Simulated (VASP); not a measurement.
# Rb (Im-3m) in VASP: a series of runs

Runs on Rb. Level: PBE. Tasks: single point.

All numbers are computed with VASP 6.6.1; they aren't measurements. Logs are shortened: lines on timing, memory, paths and dates and some standing lists are left out, and cuts for length are marked.

### 1 The cell of the first run

It takes space group Im-3m (No. 229, cubic). The conventional cell has a = 5.672 Å, b = 5.672 Å, c = 5.672 Å, α = 90.00°, β = 90.00°, γ = 90.00°.

### 2 Single point, PBE

The input, INCAR:

```
SYSTEM = Rb
PREC = Accurate ; ENCUT = 520
EDIFF = 1E-7 ; ISMEAR = 1
SIGMA = 1.0 ; LREAL = .False.
LASPH = .True. ; NELM = 100
ALGO = Normal ; ISIF = 2
LWAVE = .False. ; LCHARG = .False.
GGA = PE ; NBANDS = 10
```

The input, KPOINTS:

```
Automatic mesh
0
Gamma
  8 8 8
  0 0 0
```

The input, POSCAR:

```
Rb
1.0
   -2.8359049291      2.8359049291      2.8359049291
    2.8359049291     -2.8359049291      2.8359049291
    2.8359049291      2.8359049291     -2.8359049291
Rb
1
Direct
    0.0000000000      0.0000000000      0.0000000000
```

Potentials or basis: VASP PAW PBE potentials, release 64 (Rb_sv).

Started as:

```
$ cat potpaw_PBE.64/Rb_sv/POTCAR > POTCAR
$ mpirun -np 1 vasp_std > vasp.out
```

OUTCAR:

```text
SYSTEM = Rb
   PREC = Accurate
   ENCUT = 520
   EDIFF = 1E-7
   ISMEAR = 1
   LREAL = .False.
   LASPH = .True.
   NELM = 100
   ISIF = 2
   GGA = PE

 ion  position               nearest neighbor table
   1  0.000  0.000  0.000-

  LATTYP: Found a body centered cubic cell.
 ALAT       =     5.6718098582

  Lattice vectors:

 A1 = (  -2.8359049291,   2.8359049291,   2.8359049291)
 A2 = (   2.8359049291,  -2.8359049291,   2.8359049291)
 A3 = (   2.8359049291,   2.8359049291,  -2.8359049291)

Analysis of symmetry for initial positions (statically):
=====================================================================
 Subroutine PRICEL returns:
 Original cell was already a primitive cell.

 Routine SETGRP: Setting up the symmetry group for a
 body centered cubic supercell.

 Subroutine GETGRP returns: Found 48 space group operations
 (whereof 48 operations were pure point group operations)
 out of a pool of 48 trial point group operations.

The static configuration has the point symmetry O_h .

Analysis of symmetry for dynamics (positions and initial velocities):
=====================================================================
 Subroutine PRICEL returns:
 Original cell was already a primitive cell.

 Routine SETGRP: Setting up the symmetry group for a
 body centered cubic supercell.

 Subroutine GETGRP returns: Found 48 space group operations
 (whereof 48 operations were pure point group operations)
 out of a pool of 48 trial point group operations.

The dynamic configuration has the point symmetry O_h .

 Subroutine INISYM returns: Found 48 space group operations
 (whereof 48 operations are pure point group operations),
 and found     1 'primitive' translations

----------------------------------------------------------------------------------------

                                     Primitive cell

  volume of cell :      91.2294

  direct lattice vectors                    reciprocal lattice vectors
    -2.835904929  2.835904929  2.835904929     0.000000000  0.176310565  0.176310565
     2.835904929 -2.835904929  2.835904929     0.176310565  0.000000000  0.176310565
     2.835904929  2.835904929 -2.835904929     0.176310565  0.176310565  0.000000000

  length of vectors
     4.911931423  4.911931423  4.911931423     0.249340792  0.249340792  0.249340792

  position of ions in fractional coordinates (direct lattice)
     0.000000000  0.000000000  0.000000000

[... 79 lines left out ...]
   IBRION =     -1    ionic relax: 0-MD 1-quasi-New 2-CG
   NFREE  =      0    steps in history (QN), initial steepest desc. (CG)
   ISIF   =      2    stress and relaxation
   ISYM   =      2    0-nonsym 1-usesym 2-fastsym
   POTIM  = 0.5000    time-step for ionic-motion
   TEBEG  =    0.0;   TEEND  =   0.0 temperature during run
   PSTRESS=    0.0 pullay stress
   NELECT =       9.0000    total number of electrons
   NUPDOWN=      -1.0000    fix difference up-down
   EMIN   =  10.00;   EMAX   =-10.00  energy-range for DOS
   EFERMI =   0.00;   METHOD = LEGACY
   ISMEAR =     1;   SIGMA  =   1.00  broadening in eV -4-tet -1-fermi 0-gaus
   EFERMI_NEDOS =   21; number of points for ismear=-14 and -15
   IALGO  =     38    algorithm
   IMIX   =      4    mixing-type and parameters
     AMIX     =   0.40;   BMIX     =  1.00
     AMIX_MAG =   1.60;   BMIX_MAG =  1.00
  volume/ion in A,a.u.               =      91.23       615.65
  Fermi-wavevector in a.u.,A,eV,Ry     =   0.756445  1.429474  7.785376  0.572209
  Thomas-Fermi vector in A             =   1.854567
   LORBIT       =      0    0 simple, 1 ext, 2 COOP (PROOUT), +10 PAW based schemes
   GGA     = PE    functional components
   LHFCALC =     F    Hartree Fock is set to
   AEXX    =    0.0000 exact exchange contribution
   IVDW    =     0    specifies the selected vdW correction
   LEPSILON=     F    determine dielectric tensor
   LRPA    =     F    only Hartree local field effects (RPA)
 non-spin polarized calculation
 Methfessel and Paxton  Order N= 1 SIGMA  =   1.00
  energy-cutoff  :      520.00
  volume of cell :       91.23
 maximum number of plane-waves:      2491
 NGX is ok and might be reduce to    40
   NGX = 19   NGY = 19   NGZ = 19

 number of electron       9.0000000 magnetization

 Free energy of the ion-electron system (eV)
  ---------------------------------------------------
  ext. energy  EPLUGINS =         0.00000000
  ---------------------------------------------------
  free energy    TOTEN  =        -0.93213400 eV

  energy without entropy =       -0.94979250  energy(sigma->0) =       -0.93802017

 E-fermi :   0.0200     XC(G=0):  -5.4602

 val. band max:       -0.0134239600   @ k =   0.2500   0.2500   0.0000
 cond. band min:       0.0853117256   @ k =   0.3750   0.1250  -0.0000
 fundamental gap:      0.0987356856
 Fermi energy:         0.0199542904

 k-point     1 :       0.0000    0.0000    0.0000
  band No.  band energies     occupation
      1     -28.8982      2.00000
      2     -12.9404      2.00000
      3     -12.9404      2.00000
      4     -12.9404      2.00000
      5      -1.9624      2.01692
      6       3.6815     -0.00000
      7       3.6815     -0.00000
      8       3.6815     -0.00000
      9       4.6150     -0.00000
     10       4.6150     -0.00000
[... 287 lines left out ...]
 k-point    24 :      -0.3750    0.3750    0.2500
  band No.  band energies     occupation
      1     -28.8929      2.00000
      2     -13.0111      2.00000
      3     -12.9854      2.00000
      4     -12.9758      2.00000
      5       0.1190      0.83321
      6       1.6978     -0.03904
      7       2.9216     -0.00032
      8       2.9599     -0.00026
      9       4.0049     -0.00000
     10       5.1557     -0.00000

 [... further k-points ...]

------------------------ aborting loop because EDIFF is reached ----------------------------------------

  FORCE on cell =-STRESS in cart. coord.  units (eV):
  Direction    XX          YY          ZZ          XY          YZ          ZX
  --------------------------------------------------------------------------------------
  -------------------------------------------------------------------------------------
  Total       -0.0008394     -0.0008394     -0.0008394      0.0000000     -0.0000000      0.0000000
  in kB       -0.0147413     -0.0147413     -0.0147413      0.0000000     -0.0000000      0.0000000
  external PRESSURE =      -0.0147413 kB  Pullay stress =       0.0000000 kB

 VOLUME and BASIS-vectors are now :
 -----------------------------------------------------------------------------
  energy-cutoff  :      520.00
  volume of cell :       91.23
      direct lattice vectors                 reciprocal lattice vectors
    -2.835904929  2.835904929  2.835904929     0.000000000  0.176310565  0.176310565
     2.835904929 -2.835904929  2.835904929     0.176310565  0.000000000  0.176310565
     2.835904929  2.835904929 -2.835904929     0.176310565  0.176310565  0.000000000

 POSITION                                       TOTAL-FORCE (eV/Angst)
 -----------------------------------------------------------------------------------
      0.00000      0.00000      0.00000        -0.000000      0.000000      0.000000
 -----------------------------------------------------------------------------------
    total drift:                               -0.000000      0.000000     -0.000000

  FREE ENERGIE OF THE ION-ELECTRON SYSTEM (eV)
  ---------------------------------------------------
  free  energy   TOTEN  =        -0.9321340007 eV

  energy  without entropy=       -0.9497924963  energy(sigma->0) =       -0.93802017
```

It took 36 s on 1 thread of Intel Xeon 8259CL, shared host; peak memory 0.23 GiB.

What came out:

```
Free energy            : -0.9321 eV
Pressure               : 0.0 GPa
Band gap on the k mesh : zero (an odd number of electrons rules out a gap without spin polarisation)
```

Levels at points of the mesh, in eV from the Fermi level:
```tsv
k point	band 1	band 2	band 3	band 4	band 5	band 6	band 7	band 8
(0.00, 0.00, 0.00)	-28.92	-12.96	-12.96	-12.96	-1.98	3.66	3.66	3.66
(0.50, 0.00, 0.00)	-28.91	-13.06	-12.99	-12.96	0.23	0.76	2.57	4.23
(0.50, 0.50, 0.50)	-28.91	-13.03	-13.03	-13.03	1.25	1.25	3.23	3.23
```

Caveat: so wide a smearing shifts energies and pressures.

### 3 Single point, PBE

The input, INCAR:

```
SYSTEM = Rb
PREC     = Accurate       ! precision mode
ENCUT    = 520            ! plane-wave cutoff, eV
EDIFF    = 1E-7           ! SCF threshold, eV
ISMEAR   = -1             ! smearing method
SIGMA    = 0.1            ! smearing width, eV
LREAL    = .False.        ! projectors in reciprocal space
LASPH    = .True.         ! aspherical terms in the spheres
NELM     = 100            ! most SCF steps
ALGO     = Normal         ! electronic algorithm
ISIF     = 2              ! what is computed and relaxed
LWAVE    = .False.        ! write WAVECAR
LCHARG   = .True.         ! write CHGCAR
GGA      = PE             ! functional
LELF     = .True.         ! ELF
LVHAR    = .True.       
NBANDS   = 10             ! bands
```

The input, KPOINTS:

```
regular mesh
0
Gamma
  11 11 11
  0 0 0
```

POSCAR is that of step 2.

Potentials or basis: VASP PAW PBE potentials, release 64 (Rb_sv).

Started as:

```
$ cat potpaw_PBE.64/Rb_sv/POTCAR > POTCAR
$ mpirun -np 1 vasp_std > vasp.out
```

It took 68 s on 1 thread of Intel Xeon 8259CL, shared host; peak memory 0.25 GiB.

It converged, with:

| Item | Value |
| --- | --- |
| Free energy | -0.9515 eV |
| Pressure | 0.0 GPa |
| Band gap on the k mesh | zero (an odd number of electrons rules out a gap without spin polarisation) |

Levels at points of the mesh, in eV from the Fermi level:
```csv
k point,band 2,band 3,band 4,band 5,band 6,band 7
"(0.00, 0.00, 0.00)",-12.95,-12.95,-12.95,-1.97,3.67,3.67
```

[end of part 1 of 2]
